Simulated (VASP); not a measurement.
# ReHg2Sb2 (P4/mmm) in VASP: single point with PBE

Aim: the single point of ReHg2Sb2 with PBE.

Everything below comes from runs of VASP 6.6.1. Logs are shortened: lines on timing, memory, paths and dates and some standing lists are left out, and cuts for length are marked.

**1. The cell of the first run**

It takes space group P4/mmm (No. 123, tetragonal). Conventional cell: a = 3.683 Å, b = 3.683 Å, c = 9.527 Å, α = 90.00°, β = 90.00°, γ = 90.00°. Within 4.0 Å of Re (site symmetry 4/mmm) lie 8 Sb at 3.00 Å and 4 Re at 3.68 Å. Hg (site symmetry mmm) has 4 Hg at 2.60 Å within 3.4 Å. Sb (site symmetry 4mm) has 5 Sb at 3.00 to 3.68 Å and 4 Re at 3.00 Å and 4 Hg at 3.75 Å within 3.9 Å.

The cell was generated, and may not be a known phase.

**2. Single point, PBE**

INCAR

```
SYSTEM = ReHg2Sb2
PREC     = Accurate       ! precision mode
ENCUT    = 560            ! plane-wave cutoff, eV
EDIFF    = 1E-6           ! SCF threshold, eV
ISMEAR   = 0              ! smearing method
SIGMA    = 0.1            ! smearing width, eV
LREAL    = .False.        ! projectors in reciprocal space
LASPH    = .True.         ! aspherical terms in the spheres
NELM     = 120            ! most SCF steps
ALGO     = Normal         ! electronic algorithm
ISIF     = 2              ! what is computed and relaxed
LWAVE    = .False.        ! write WAVECAR
LCHARG   = .False.        ! write CHGCAR
GGA      = PE             ! functional
NBANDS   = 50             ! bands
GGA_COMPAT= .False.
```

KPOINTS

```
regular mesh
0
Gamma
  4 4 4
  0 0 0
```

POSCAR

```
ReHg2Sb2
1.0
    3.6831586979      0.0000000000      0.0000000000
    0.0000000000      3.6831586979      0.0000000000
    0.0000000000      0.0000000000      9.5265053896
Re Hg Sb
1 2 2
Direct
    0.0000000000      0.0000000000      0.0000000000
    0.0000000000      0.5000000000      0.5000000000
    0.5000000000      0.0000000000      0.5000000000
    0.5000000000      0.5000000000      0.1572980815
    0.5000000000      0.5000000000      0.8427019185
```

Potentials or basis: VASP PAW PBE potentials, release 64 (Re_sv_GW, Hg_sv_GW, Sb_d_GW).

Command:

```sh
$ cat potpaw_PBE.64/Re_sv_GW/POTCAR potpaw_PBE.64/Hg_sv_GW/POTCAR potpaw_PBE.64/Sb_d_GW/POTCAR > POTCAR
$ mpirun -np 1 vasp_std > vasp.out
```

OUTCAR:

```text
SYSTEM = ReHg2Sb2
   PREC = Accurate
   ENCUT = 560
   EDIFF = 1E-6
   ISMEAR = 0
   LREAL = .False.
   LASPH = .True.
   NELM = 120
   ISIF = 2
   GGA = PE

 ion  position               nearest neighbor table
   1  0.000  0.000  0.000-   4 3.00   5 3.00   4 3.00   5 3.00   4 3.00   5 3.00   4 3.00   5 3.00

   2  0.000  0.500  0.500-   3 2.60   3 2.60   3 2.60   3 2.60
   3  0.500  0.000  0.500-   2 2.60   2 2.60   2 2.60   2 2.60
   4  0.500  0.500  0.157-   5 3.00   1 3.00   1 3.00   1 3.00   1 3.00
   5  0.500  0.500  0.843-   4 3.00   1 3.00   1 3.00   1 3.00   1 3.00

  LATTYP: Found a simple tetragonal cell.
 ALAT       =     3.6831586979
 C/A-ratio  =     2.5865041859

  Lattice vectors:

 A1 = (   3.6831586979,   0.0000000000,   0.0000000000)
 A2 = (   0.0000000000,   3.6831586979,   0.0000000000)
 A3 = (   0.0000000000,   0.0000000000,   9.5265053896)

Analysis of symmetry for initial positions (statically):
=====================================================================
 Subroutine PRICEL returns:
 Original cell was already a primitive cell.

 Routine SETGRP: Setting up the symmetry group for a
 simple tetragonal supercell.

 Subroutine GETGRP returns: Found 16 space group operations
 (whereof 16 operations were pure point group operations)
 out of a pool of 16 trial point group operations.

The static configuration has the point symmetry D_4h.

Analysis of symmetry for dynamics (positions and initial velocities):
=====================================================================
 Subroutine PRICEL returns:
 Original cell was already a primitive cell.

 Routine SETGRP: Setting up the symmetry group for a
 simple tetragonal supercell.

 Subroutine GETGRP returns: Found 16 space group operations
 (whereof 16 operations were pure point group operations)
 out of a pool of 16 trial point group operations.

The dynamic configuration has the point symmetry D_4h.

 Subroutine INISYM returns: Found 16 space group operations
 (whereof 16 operations are pure point group operations),
 and found     1 'primitive' translations

----------------------------------------------------------------------------------------

                                     Primitive cell

  volume of cell :     129.2333

  direct lattice vectors                    reciprocal lattice vectors
     3.683158698  0.000000000  0.000000000     0.271506085  0.000000000  0.000000000
     0.000000000  3.683158698  0.000000000     0.000000000  0.271506085  0.000000000
     0.000000000  0.000000000  9.526505390     0.000000000  0.000000000  0.104970286

  length of vectors
     3.683158698  3.683158698  9.526505390     0.271506085  0.271506085  0.104970286

  position of ions in fractional coordinates (direct lattice)
     0.000000000  0.000000000  0.000000000
     0.000000000  0.500000000  0.500000000
     0.500000000  0.000000000  0.500000000
     0.500000000  0.500000000  0.157298082
     0.500000000  0.500000000  0.842701918

  ion indices of the primitive-cell ions
   primitive index   ion index
                 1           1
                 2           2
                 3           3
                 4           4
                 5           5

----------------------------------------------------------------------------------------

 KPOINTS: regular mesh

Automatic generation of k-mesh.
 Grid dimensions read from file:
 generate k-points for:    4    4    4

 Generating k-lattice:

  Cartesian coordinates                     Fractional coordinates (reciprocal lattice)
     0.067876521  0.000000000  0.000000000     0.250000000  0.000000000  0.000000000
     0.000000000  0.067876521  0.000000000     0.000000000  0.250000000  0.000000000
     0.000000000  0.000000000  0.026242572     0.000000000  0.000000000  0.250000000

  Length of vectors
     0.067876521  0.067876521  0.026242572

  Shift w.r.t. Gamma in fractional coordinates (k-lattice)
     0.000000000  0.000000000  0.000000000

 Subroutine IBZKPT returns following result:
 ===========================================

 Found     18 irreducible k-points:

 Following reciprocal coordinates:
            Coordinates               Weight
  0.000000  0.000000  0.000000      1.000000
  0.250000  0.000000  0.000000      4.000000
  0.500000  0.000000  0.000000      2.000000
  0.250000  0.250000  0.000000      4.000000
  0.500000  0.250000  0.000000      4.000000
  0.500000  0.500000  0.000000      1.000000
[... 10 lines left out ...]
  0.500000  0.250000  0.500000      4.000000
  0.500000  0.500000  0.500000      1.000000
   k-points           NKPTS =     18   k-points in BZ     NKDIM =     18   number of bands    NBANDS=     50
   number of dos      NEDOS =    301   number of ions     NIONS =      5
   total plane-waves  NPLWV =  62720
   dimension x,y,z NGX =    28 NGY =   28 NGZ =   80
   dimension x,y,z NGXF=    56 NGYF=   56 NGZF=  160
   ions per type =               1   2   2
   NGX,Y,Z   is equivalent  to a cutoff of  12.64, 12.64, 13.96 a.u.
   NGXF,Y,Z  is equivalent  to a cutoff of  25.28, 25.28, 27.92 a.u.
 SYSTEM =  ReHg2Sb2
   PREC   = accura    normal or accurate (medium, high low for compatibility)
   ISTART =      0    job   : 0-new  1-cont  2-samecut
   ICHARG =      2    charge: 1-file 2-atom 10-const
   ISPIN  =      1    spin polarized calculation?
   LNONCOLLINEAR =      F non collinear calculations
   LSORBIT =      F    spin-orbit coupling
   LASPH  =      T    aspherical Exc in radial PAW
   ENCUT  =  560.0 eV  41.16 Ry    6.42 a.u.   7.11  7.11 18.38*2*pi/ulx,y,z
   NELM   =    120;   NELMIN=  2; NELMDL= -5     # of ELM steps
   EDIFF  = 0.1E-05   stopping-criterion for ELM
   LREAL  =      F    real-space projection
   EDIFFG = 0.1E-04   stopping-criterion for IOM
   NSW    =      0    number of steps for IOM
   IBRION =     -1    ionic relax: 0-MD 1-quasi-New 2-CG
   NFREE  =      0    steps in history (QN), initial steepest desc. (CG)
   ISIF   =      2    stress and relaxation
   ISYM   =      2    0-nonsym 1-usesym 2-fastsym
   POTIM  = 0.5000    time-step for ionic-motion
   TEBEG  =    0.0;   TEEND  =   0.0 temperature during run
   PSTRESS=    0.0 pullay stress
   NELECT =      85.0000    total number of electrons
   NUPDOWN=      -1.0000    fix difference up-down
   EMIN   =  10.00;   EMAX   =-10.00  energy-range for DOS
   EFERMI =   0.00;   METHOD = LEGACY
   ISMEAR =     0;   SIGMA  =   0.10  broadening in eV -4-tet -1-fermi 0-gaus
   EFERMI_NEDOS =   21; number of points for ismear=-14 and -15
   IALGO  =     38    algorithm
   IMIX   =      4    mixing-type and parameters
     AMIX     =   0.40;   BMIX     =  1.00
     AMIX_MAG =   1.60;   BMIX_MAG =  1.00
  volume/ion in A,a.u.               =      25.85       174.42
  Fermi-wavevector in a.u.,A,eV,Ry     =   1.423715  2.690431 27.578515  2.026964
  Thomas-Fermi vector in A             =   2.544283
   LORBIT       =      0    0 simple, 1 ext, 2 COOP (PROOUT), +10 PAW based schemes
   GGA     = PE    functional components
   LHFCALC =     F    Hartree Fock is set to
   AEXX    =    0.0000 exact exchange contribution
   IVDW    =     0    specifies the selected vdW correction
   LEPSILON=     F    determine dielectric tensor
   LRPA    =     F    only Hartree local field effects (RPA)
 non-spin polarized calculation
 Gauss-broadening in eV      SIGMA  =   0.10
  energy-cutoff  :      560.00
  volume of cell :      129.23
 maximum number of plane-waves:      3912
   NGX = 15   NGY = 15   NGZ = 37

 number of electron      85.0000002 magnetization

 Free energy of the ion-electron system (eV)
  ---------------------------------------------------
  ext. energy  EPLUGINS =         0.00000000
  ---------------------------------------------------
  free energy    TOTEN  =       -19.31718022 eV

  energy without entropy =      -19.30621541  energy(sigma->0) =      -19.31169781

 E-fermi :   5.9967     XC(G=0): -10.6600

 val. band max:        5.9663912230   @ k =   0.2500   0.2500   0.0000
 cond. band min:       6.0499698675   @ k =   0.2500   0.2500   0.2500
 fundamental gap:      0.0835786445
 Fermi energy:         5.9967285948

 k-point     1 :       0.0000    0.0000    0.0000
  band No.  band energies     occupation
      1    -109.7648      2.00000
      2    -109.7398      2.00000
      3     -74.0949      2.00000
      4     -58.2657      2.00000
      5     -58.2657      2.00000
      6     -58.0301      2.00000
[... 42 lines left out ...]
     49      10.0036      0.00000
     50      10.0233      0.00000

 k-point     2 :       0.2500    0.0000    0.0000
  band No.  band energies     occupation
      1    -109.7611      2.00000
      2    -109.7434      2.00000
      3     -74.0948      2.00000
      4     -58.2322      2.00000
      5     -58.2308      2.00000
      6     -58.0614      2.00000
[... 42 lines left out ...]
     49      11.0927      0.00000
     50      11.6468      0.00000

 k-point     3 :       0.5000    0.0000    0.0000
  band No.  band energies     occupation
      1    -109.7523      2.00000
      2    -109.7523      2.00000
      3     -74.0945      2.00000
      4     -58.1509      2.00000
      5     -58.1480      2.00000
      6     -58.1463      2.00000
[... 42 lines left out ...]
     49      10.1501      0.00000
     50      11.5136      0.00000

 k-point     4 :       0.2500    0.2500    0.0000
  band No.  band energies     occupation
      1    -109.7585      2.00000
      2    -109.7460      2.00000
      3     -74.0945      2.00000
      4     -58.2787      2.00000
      5     -58.1589      2.00000
      6     -58.1354      2.00000
[... 681 lines left out ...]
 k-point    17 :       0.5000    0.2500    0.5000
  band No.  band energies     occupation
      1    -109.7522      2.00000
      2    -109.7522      2.00000
      3     -74.0943      2.00000
      4     -58.2516      2.00000
      5     -58.2471      2.00000
      6     -58.0475      2.00000
[... 42 lines left out ...]
     49       9.5873      0.00000
     50       9.6432      0.00000

 k-point    18 :       0.5000    0.5000    0.5000
  band No.  band energies     occupation
      1    -109.7522      2.00000
      2    -109.7522      2.00000
      3     -74.0941      2.00000
      4     -58.2940      2.00000
      5     -58.2895      2.00000
      6     -58.0065      2.00000
[... 42 lines left out ...]
     49       8.8350      0.00000
     50       9.2618      0.00000

------------------------ aborting loop because EDIFF is reached ----------------------------------------

  FORCE on cell =-STRESS in cart. coord.  units (eV):
  Direction    XX          YY          ZZ          XY          YZ          ZX
  --------------------------------------------------------------------------------------
  -------------------------------------------------------------------------------------
  Total       -0.0648335     -0.0648335     -0.0334187      0.0000000      0.0000000     -0.0000000
  in kB       -0.8037773     -0.8037773     -0.4143098      0.0000000      0.0000000     -0.0000000
  external PRESSURE =      -0.6739548 kB  Pullay stress =       0.0000000 kB

 VOLUME and BASIS-vectors are now :
 -----------------------------------------------------------------------------
  energy-cutoff  :      560.00
  volume of cell :      129.23
      direct lattice vectors                 reciprocal lattice vectors
     3.683158698  0.000000000  0.000000000     0.271506085  0.000000000  0.000000000
     0.000000000  3.683158698  0.000000000     0.000000000  0.271506085  0.000000000
     0.000000000  0.000000000  9.526505390     0.000000000  0.000000000  0.104970286

 POSITION                                       TOTAL-FORCE (eV/Angst)
 -----------------------------------------------------------------------------------
      0.00000      0.00000      0.00000         0.000000      0.000000      0.000000
      0.00000      1.84158      4.76325         0.000000      0.000000      0.000000
      1.84158      0.00000      4.76325         0.000000      0.000000      0.000000
      1.84158      1.84158      1.49850         0.000000      0.000000      0.008465
      1.84158      1.84158      8.02800         0.000000      0.000000     -0.008465
 -----------------------------------------------------------------------------------
    total drift:                                0.000000     -0.000000      0.000000

  FREE ENERGIE OF THE ION-ELECTRON SYSTEM (eV)
  ---------------------------------------------------
  free  energy   TOTEN  =       -19.3171802169 eV

  energy  without entropy=      -19.3062154055  energy(sigma->0) =      -19.31169781
```

It took 1.8 min on 1 thread of Intel Xeon 6975P-C (Granite Rapids), shared host; peak memory 0.34 GiB.

Results:

| Property | Result |
| --- | --- |
| Free energy | -19.3172 eV |
| Pressure | -0.1 GPa |
| Largest force | 0.008 eV/Å |
| Band gap on the k mesh | zero (an odd number of electrons rules out a gap without spin polarisation) |

Forces on the atoms (eV/Å):
```
Re   0.000  0.000  0.000
Hg   0.000  0.000  0.000
Hg   0.000  0.000  0.000
Sb   0.000  0.000  0.008
Sb   0.000  0.000 -0.008
```

Caveat: the k points lie up to 0.43 Å⁻¹ apart, too coarse for converged energies and pressures of a metal; spin-orbit coupling is left out, which moves the levels of the heavy elements.

The gap in the log of VASP goes by the Fermi energy; the results here count the filled bands.